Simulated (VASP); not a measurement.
# Bi2TePd2 (R-3m) in VASP: notebook

Bi2TePd2 is run at these levels: PBE+D3(BJ), PBE; tasks: single point.

Program: VASP 6.6.1. These are calculated values, not measurements. Logs are shortened: lines on timing, memory, paths and dates and some standing lists are left out, and cuts for length are marked.

**1. The cell of the first run**

It takes space group R-3m (No. 166, trigonal). The conventional cell has a = 4.287 Å, b = 4.287 Å, c = 23.254 Å, α = 90.00°, β = 90.00°, γ = 120.00°. Within 3.7 Å of Bi (site symmetry 3m) lie 6 Pd at 2.80 to 3.36 Å and 3 Te at 3.24 Å and 1 Bi at 3.57 Å. Pd (site symmetry 3m) has 3 Pd at 2.66 Å and 6 Bi at 2.80 to 3.36 Å within 3.5 Å. Within 4.4 Å of Te (site symmetry -3m) lie 6 Bi at 3.24 Å and 8 Pd at 4.20 to 4.36 Å and 6 Te at 4.29 Å.

**2. Single point, PBE+D3(BJ)**

The input, INCAR:

```
PREC = Accurate
ENCUT = 500
EDIFF = 1E-6
ISMEAR = 1
SIGMA = 0.05
LREAL = F
LASPH = T
NELM = 120
ALGO = Normal
ISIF = 2
LWAVE = F
LCHARG = T
GGA = PE
IVDW = 12
LELF = T
LVHAR = T
NBANDS = 36
GGA_COMPAT = F
```

The input, KPOINTS:

```
Automatic mesh
0
Gamma
  5 5 5
```

The input, POSCAR:

```
Bi2TePd2
1.0
    4.2874787824      0.0000003130      0.0000000778
   -2.1437396622      3.7130653872     -0.0000000389
   -2.1437396222      1.2376883581      7.7513416542
Bi Pd Te
2 2 1
Direct
    0.4232587063      0.5767412937      0.2697761190
    0.5767412937      0.4232587063      0.7302238810
    0.1875606745      0.8124393255      0.5626820234
    0.8124393255      0.1875606745      0.4373179766
    0.0000000000      0.0000000000      0.0000000000
```

Potentials or basis: VASP PAW PBE potentials, release 64 (Bi_d, Pd, Te).

Run with:

```
cat potpaw_PBE.64/Bi_d/POTCAR potpaw_PBE.64/Pd/POTCAR potpaw_PBE.64/Te/POTCAR > POTCAR
mpirun -np 1 vasp_std > vasp.out
```

OUTCAR:

```text
PREC = Accurate
   ENCUT = 500
   EDIFF = 1E-6
   ISMEAR = 1
   LREAL = F
   LASPH = T
   NELM = 120
   ISIF = 2
   GGA = PE
   IVDW = 12
 IVDW          = 12

 ion  position               nearest neighbor table
   1  0.423  0.577  0.270-   4 2.80   4 2.80   4 2.80   5 3.24   5 3.24   5 3.24   3 3.36   3 3.36
                             3 3.36   2 3.57
   2  0.577  0.423  0.730-   3 2.80   3 2.80   3 2.80   5 3.24   5 3.24   5 3.24   4 3.36   4 3.36
                             4 3.36   1 3.57
   3  0.188  0.812  0.563-   4 2.66   4 2.66   4 2.66   2 2.80   2 2.80   2 2.80   1 3.36   1 3.36
                             1 3.36
   4  0.812  0.188  0.437-   3 2.66   3 2.66   3 2.66   1 2.80   1 2.80   1 2.80   2 3.36   2 3.36
                             2 3.36
   5  0.000  0.000  0.000-   1 3.24   2 3.24   1 3.24   2 3.24   2 3.24   1 3.24

  LATTYP: Found a trigonal (rhomboedric) cell.
 ALAT       =     8.1370012584
 COS(alpha) =     0.8611821846

  Lattice vectors:

 A1 = (   0.0000000400,  -2.4753770291,   7.7513416931)
 A2 = (   2.1437391602,   1.2376886711,   7.7513417320)
 A3 = (  -2.1437396222,   1.2376883581,   7.7513416542)

Analysis of symmetry for initial positions (statically):
=====================================================================
 Subroutine PRICEL returns:
 Original cell was already a primitive cell.

 Routine SETGRP: Setting up the symmetry group for a
 trigonal (rhombohedral) supercell.

 Subroutine GETGRP returns: Found 12 space group operations
 (whereof 12 operations were pure point group operations)
 out of a pool of 12 trial point group operations.

The static configuration has the point symmetry D_3d.

Analysis of symmetry for dynamics (positions and initial velocities):
=====================================================================
 Subroutine PRICEL returns:
 Original cell was already a primitive cell.

 Routine SETGRP: Setting up the symmetry group for a
 trigonal (rhombohedral) supercell.

 Subroutine GETGRP returns: Found 12 space group operations
 (whereof 12 operations were pure point group operations)
 out of a pool of 12 trial point group operations.

The dynamic configuration has the point symmetry D_3d.

 Subroutine INISYM returns: Found 12 space group operations
 (whereof 12 operations are pure point group operations),
 and found     1 'primitive' translations

[... 92 lines left out ...]
   ENCUT  =  500.0 eV  36.75 Ry    6.06 a.u.   7.82  7.82 14.84*2*pi/ulx,y,z
   NELM   =    120;   NELMIN=  2; NELMDL= -5     # of ELM steps
   EDIFF  = 0.1E-05   stopping-criterion for ELM
   LREAL  =      F    real-space projection
   EDIFFG = 0.1E-04   stopping-criterion for IOM
   NSW    =      0    number of steps for IOM
   IBRION =     -1    ionic relax: 0-MD 1-quasi-New 2-CG
   NFREE  =      0    steps in history (QN), initial steepest desc. (CG)
   ISIF   =      2    stress and relaxation
   ISYM   =      2    0-nonsym 1-usesym 2-fastsym
   POTIM  = 0.5000    time-step for ionic-motion
   TEBEG  =    0.0;   TEEND  =   0.0 temperature during run
   PSTRESS=    0.0 pullay stress
   NELECT =      56.0000    total number of electrons
   NUPDOWN=      -1.0000    fix difference up-down
   EMIN   =  10.00;   EMAX   =-10.00  energy-range for DOS
   EFERMI =   0.00;   METHOD = LEGACY
   ISMEAR =     1;   SIGMA  =   0.05  broadening in eV -4-tet -1-fermi 0-gaus
   EFERMI_NEDOS =   21; number of points for ismear=-14 and -15
   IALGO  =     38    algorithm
   IMIX   =      4    mixing-type and parameters
     AMIX     =   0.40;   BMIX     =  1.00
     AMIX_MAG =   1.60;   BMIX_MAG =  1.00
  volume/ion in A,a.u.               =      24.68       166.55
  Fermi-wavevector in a.u.,A,eV,Ry     =   1.258057  2.377383 21.534044  1.582708
  Thomas-Fermi vector in A             =   2.391685
   LORBIT       =      0    0 simple, 1 ext, 2 COOP (PROOUT), +10 PAW based schemes
   GGA     = PE    functional components
   LHFCALC =     F    Hartree Fock is set to
   AEXX    =    0.0000 exact exchange contribution
   IVDW    =    12    specifies the selected vdW correction
   LEPSILON=     F    determine dielectric tensor
   LRPA    =     F    only Hartree local field effects (RPA)
 non-spin polarized calculation
 Methfessel and Paxton  Order N= 1 SIGMA  =   0.05
  energy-cutoff  :      500.00
  volume of cell :      123.40
 maximum number of plane-waves:      3149
   NGX = 15   NGY = 15   NGZ = 29

 number of electron      55.9999996 magnetization

 Free energy of the ion-electron system (eV)
  ---------------------------------------------------
  ext. energy  EPLUGINS =         0.00000000
  ---------------------------------------------------
  free energy    TOTEN  =       -22.03317728 eV

  energy without entropy =      -22.03392888  energy(sigma->0) =      -22.03342781

 E-fermi :   8.0202     XC(G=0): -10.7066

 val. band max:        7.9929062645   @ k =   0.2000   0.0000   0.0000
 cond. band min:       8.0737910270   @ k =  -0.4000   0.2000   0.0000
 fundamental gap:      0.0808847626
 Fermi energy:         8.0202305110

 k-point     1 :       0.0000    0.0000    0.0000
  band No.  band energies     occupation
      1     -14.9957      2.00000
      2     -14.9736      2.00000
      3     -14.9736      2.00000
      4     -14.9580      2.00000
      5     -14.9580      2.00000
      6     -14.9352      2.00000
[... 730 lines left out ...]
     35      13.9250      0.00000
     36      14.0865      0.00000

------------------------ aborting loop because EDIFF is reached ----------------------------------------

 Edisp (eV)   -2.66320

 E8    (eV) :    -1.2509

  FORCE on cell =-STRESS in cart. coord.  units (eV):
  Direction    XX          YY          ZZ          XY          YZ          ZX
  --------------------------------------------------------------------------------------
  -------------------------------------------------------------------------------------
  Total      -0.37977    -0.37977    -0.37314    -0.00000    -0.00000    -0.00000
  in kB      -4.93079    -4.93079    -4.84473    -0.00000    -0.00000    -0.00000
  external pressure =       -4.90 kB  Pullay stress =        0.00 kB

 VOLUME and BASIS-vectors are now :
 -----------------------------------------------------------------------------
  energy-cutoff  :      500.00
  volume of cell :      123.40
      direct lattice vectors                 reciprocal lattice vectors
     4.287478782  0.000000313  0.000000078     0.233237295  0.134659638  0.043003312
    -2.143739662  3.713065387 -0.000000039    -0.000000019  0.269319243 -0.043003308
    -2.143739622  1.237688358  7.751341654    -0.000000002 -0.000000000  0.129009924

 POSITION                                       TOTAL-FORCE (eV/Angst)
 -----------------------------------------------------------------------------------
     -0.00000      2.47538      2.09113         0.000000     -0.000000     -0.028818
     -0.00000      2.47538      5.66021        -0.000000      0.000000      0.028818
     -2.14374      3.71307      4.36154         0.000000     -0.000000     -0.030094
      2.14374      1.23769      3.38980        -0.000000      0.000000      0.030094
      0.00000      0.00000      0.00000         0.000000     -0.000000      0.000000
 -----------------------------------------------------------------------------------
    total drift:                               -0.000000      0.000000      0.000000

  FREE ENERGIE OF THE ION-ELECTRON SYSTEM (eV)
  ---------------------------------------------------
  free  energy   TOTEN  =       -24.6963752272 eV

  energy  without entropy=      -24.6971268281  energy(sigma->0) =      -24.69662576
```

It took 33 s on 1 thread of Intel Xeon 6975P-C (Granite Rapids), shared host; peak memory 0.27 GiB.

What came out:

- Free energy: -24.6964 eV
- Pressure: -0.5 GPa
- Largest force: 0.030 eV/Å
- Band gap on the k mesh: zero (bands 28 and 29 overlap by 2.13 eV)
- Dispersion energy per atom: -0.533 eV

Forces in eV/Å, atoms in the order of the input:
```
Bi   0.000  0.000 -0.029
Bi   0.000  0.000  0.029
Pd   0.000  0.000 -0.030
Pd   0.000  0.000  0.030
Te   0.000  0.000  0.000
```

Caveat: three body term missing; spin-orbit coupling is left out, which moves the levels of the heavy elements.

**3. Single point, PBE+D3(BJ)**

This run uses another cell than the first one, of 24.87 Å³/atom.

The input, INCAR:

```
PREC     = Accurate       # precision mode
ENCUT    = 500            # plane-wave cutoff, eV
EDIFF    = 1E-6           # SCF threshold, eV
ISMEAR   = 1              # smearing method
SIGMA    = 0.05           # smearing width, eV
LREAL    = F              # projectors in reciprocal space
LASPH    = T              # aspherical terms in the spheres
NELM     = 120            # most SCF steps
ALGO     = Normal         # electronic algorithm
ISIF     = 2              # what is computed and relaxed
LWAVE    = F              # write WAVECAR
LCHARG   = F              # write CHGCAR
GGA      = PE             # functional
IVDW     = 12             # dispersion correction
NBANDS   = 36             # bands
GGA_COMPAT= F
```

The input, KPOINTS:

```
regular mesh
0
Gamma
  5 5 5
```

The input, POSCAR:

```
Bi2TePd2
1.0
    3.9545050000      0.0000000000      0.0000000000
   -1.9772530000      3.4247070000      0.0000000000
   -1.9772530000      1.1415690000      9.1817980000
Bi Pd Te
2 2 1
Direct
    0.3980600000      0.6019400000      0.1941800000
    0.6019400000      0.3980600000      0.8058200000
    0.2116000000      0.7884000000      0.6348000000
    0.7884000000      0.2116000000      0.3652000000
    0.0000000000      0.0000000000      0.0000000000
```

Potentials or basis: VASP PAW PBE potentials, release 64 (Bi_d, Pd, Te).

Run with:

```
cat potpaw_PBE.64/Bi_d/POTCAR potpaw_PBE.64/Pd/POTCAR potpaw_PBE.64/Te/POTCAR > POTCAR
mpirun -np 1 vasp_std > vasp.out
```

OUTCAR:

```text
PREC = Accurate
   ENCUT = 500
   EDIFF = 1E-6
   ISMEAR = 1
   LREAL = F
   LASPH = T
   NELM = 120
   ISIF = 2
   GGA = PE
   IVDW = 12
 IVDW          = 12

 ion  position               nearest neighbor table
   1  0.398  0.602  0.194-   4 2.77   4 2.77   4 2.77   5 2.90   5 2.90   5 2.90
   2  0.602  0.398  0.806-   3 2.77   3 2.77   3 2.77   5 2.90   5 2.90   5 2.90
   3  0.212  0.788  0.635-   2 2.77   2 2.77   2 2.77   4 3.37   4 3.37   4 3.37
[... 943 lines left out ...]
  Direction    XX          YY          ZZ          XY          YZ          ZX
  --------------------------------------------------------------------------------------
  -------------------------------------------------------------------------------------
  Total       4.08971     4.08972     6.60093    -0.00000     0.00000    -0.00000
  in kB      52.69386    52.69402    85.04963    -0.00001     0.00000    -0.00000
  external pressure =       63.48 kB  Pullay stress =        0.00 kB

 VOLUME and BASIS-vectors are now :
 -----------------------------------------------------------------------------
  energy-cutoff  :      500.00
  volume of cell :      124.35
      direct lattice vectors                 reciprocal lattice vectors
     3.954505000  0.000000000  0.000000000     0.252876150  0.145997928  0.036303719
    -1.977253000  3.424707000  0.000000000     0.000000000  0.291995782 -0.036303710
    -1.977253000  1.141569000  9.181798000     0.000000000  0.000000000  0.108911130

 POSITION                                       TOTAL-FORCE (eV/Angst)
 -----------------------------------------------------------------------------------
     -0.00000      2.28314      1.78292        -0.000000     -0.000000      3.309536
     -0.00000      2.28314      7.39888         0.000000      0.000000     -3.309536
     -1.97725      3.42471      5.82861         0.000000     -0.000000     -0.716674
      1.97725      1.14157      3.35319        -0.000000      0.000000      0.716674
      0.00000      0.00000      0.00000        -0.000000      0.000000      0.000000
 -----------------------------------------------------------------------------------
    total drift:                               -0.000000     -0.000000      0.000000

  FREE ENERGIE OF THE ION-ELECTRON SYSTEM (eV)
  ---------------------------------------------------
  free  energy   TOTEN  =       -22.4512479999 eV

  energy  without entropy=      -22.4503994575  energy(sigma->0) =      -22.45096515
```

stdout:

```text
POSCAR found type information on POSCAR BiPdTe
 POSCAR found :  3 types and       5 ions
 scaLAPACK will be used
 LDA part: xc-table for (Slater+PW92), standard interpolation
 POSCAR, INCAR and KPOINTS ok, starting setup
 FFT: planning ... GRIDC
 FFT: planning ... GRID_SOFT
 FFT: planning ... GRID
 WAVECAR not read
 entering main loop
```

Wall time 44 s (1 thread of Intel Xeon 6975P-C (Granite Rapids), shared host); peak memory 0.28 GiB.

What came out:

| Item | Value |
| --- | --- |
| Free energy | -22.4512 eV |
| Pressure | 6.3 GPa |
| Largest force | 3.310 eV/Å |
| Band gap on the k mesh | zero (bands 28 and 29 overlap by 0.56 eV) |
| Dispersion energy per atom | -0.544 eV |

Forces on the atoms (eV/Å):
```
Bi   0.000  0.000  3.310
Bi   0.000  0.000 -3.310
Pd   0.000  0.000 -0.717
Pd   0.000  0.000  0.717
Te   0.000  0.000  0.000
```

Caveat: the k points lie up to 0.37 Å⁻¹ apart, too coarse for converged energies and pressures of a metal; three body term missing; spin-orbit coupling is left out, which moves the levels of the heavy elements; forces of over 1 eV/Å act on the atoms, so gaps and moduli don't describe the material at rest.

[end of part 1 of 2]
